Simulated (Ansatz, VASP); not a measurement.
## GaN: VASP beside Ansatz

File INCAR:

```
SYSTEM = GaN
  PREC = Accurate
  ENCUT = 520
  EDIFF = 1E-8
  ISMEAR = -1
  SIGMA = 0.02
  LREAL = .FALSE.
  LASPH = .TRUE.
  NELM = 120
  ALGO = Normal
  ISIF = 2
  LWAVE = .FALSE.
  LCHARG = .FALSE.
  GGA = PE
  LEFG = .TRUE.
  NBANDS = 16
  GGA_COMPAT = .FALSE.
```

Contents of KPOINTS:

```
Automatic mesh
0
G
  13 13 13
  0 0 0
```

File POSCAR:

```
GaN
1.0
    0.0000000000      1.9791271138      1.9791271138
    1.9791271138      0.0000000000      1.9791271138
    1.9791271138      1.9791271138      0.0000000000
Ga N
1 1
Direct
    0.5000000000      0.5000000000      0.5000000000
    0.0000000000      0.0000000000      0.0000000000
```

Input for Ansatz:

```yaml
crystal:
  lattice:
    - [0.0, 1.9791271138, 1.9791271138]
    - [1.9791271138, 0.0, 1.9791271138]
    - [1.9791271138, 1.9791271138, 0.0]
  atoms:
    - { symbol: Ga, position: [0.5, 0.5, 0.5] }
    - { symbol: "N", position: [0.0, 0.0, 0.0] }
kpoints:
  mp_grid: { grid: [13, 13, 13] }
scf:
  occupations: { method: fermi_dirac, width: 0.02 }
hamiltonian:
  xc: pbe
  pseudopotentials: { kind: all_electron, datasets: crystal }
output:
  forces: true
  stress: true
  eigenvalues: true
  efg: { contact_densities: true }
```

Change from the starting cell: volume scaled by 0.98, crystal datasets.

Alike in both runs: task electric field gradients; functional PBE; k mesh 13 × 13 × 13; occupations fermi-dirac, width 0.02 eV; no spin polarisation.

```csv
,VASP,Ansatz
version,VASP 6.6.1,Ansatz 0.2.0
potentials or method,"VASP PAW PBE potentials, release 64 (Ga_d, N), cutoff 520 eV","all-electron PAW with datasets made for the crystal, scalar-relativistic"
```

```csv
,VASP,Ansatz,Ansatz less VASP
gap on the k mesh at the Fermi level (eV),2.06,2.08,+0.019
pressure (GPa),80.6,79.3,-1.26
```

Both programs put the cell under a high pressure, so it lies far from rest at this level. Ansatz ran all-electron here, and VASP with PAW potentials.

Noted on VASP's run: the cell as given lies far from equilibrium.
